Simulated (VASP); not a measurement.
GaN:

```
Ga N
1.0
     3.19000    0.00000    0.00000
    -1.59500    2.76262    0.00000
     0.00000    0.00000    5.18900
Ga N
2 2
Direct
  0.33333 0.66667 0.00000
  0.66667 0.33333 0.50000
  0.33333 0.66667 0.37680
  0.66667 0.33333 0.87680
```

* Program: VASP 6.6.1
* Task: relaxation of cell and atoms
* Functional: LDA
* Potentials or basis: VASP PAW LDA potentials, release 64 (Ga_d, N)
* Cutoff: 600 eV
* k mesh: 10 × 10 × 6
* Occupations: gaussian, width 0.01 eV
* Spin: no spin polarisation

At the start: pressure -5.5 GPa; volume 11.43 Å³/atom.

Problem. How do energy, volume and symmetry change on relaxing?

Solution. Over 9 steps the energy falls by 5.8 meV/atom and the volume is 11.10 Å³/atom (-2.9 %); space group P6_3mc (No. 186, to 0.1 Å) before and after.

The path:
| step | energy change (eV) | largest force (eV/Å) | pressure (GPa) | volume (Å³) |
| --- | --- | --- | --- | --- |
| 1 | 0.0000 | 0.0031 | -5.51 | 45.73 |
| 2 | 0.0000 | 0.0386 | 6.07 | 43.18 |
| 3 | -0.0231 | 0.0152 | -0.04 | 44.43 |
| 4 | -0.0231 | 0.0156 | 0.09 | 44.40 |
| 5 | -0.0231 | 0.0043 | -0.14 | 44.44 |
| 6 | -0.0231 | 0.0051 | -0.07 | 44.44 |
| 7 | -0.0231 | 0.0042 | -0.08 | 44.44 |
| 8 | -0.0231 | 0.0015 | 0.03 | 44.42 |
| 9 | -0.0231 | 0.0020 | 0.01 | 44.42 |

Final structure:
```cif
data_structure
_symmetry_space_group_name_H-M 'P 1'
_symmetry_Int_Tables_number 1
_cell_length_a 3.1570
_cell_length_b 3.1570
_cell_length_c 5.1463
_cell_angle_alpha 90.000
_cell_angle_beta 90.000
_cell_angle_gamma 120.000
_cell_volume 44.42
loop_
_atom_site_label
_atom_site_type_symbol
_atom_site_fract_x
_atom_site_fract_y
_atom_site_fract_z
_atom_site_occupancy
Ga1 Ga 0.33333 0.66667 0.00018 1
Ga2 Ga 0.66667 0.33333 0.50018 1
N1 N 0.33333 0.66667 0.37662 1
N2 N 0.66667 0.33333 0.87662 1
```
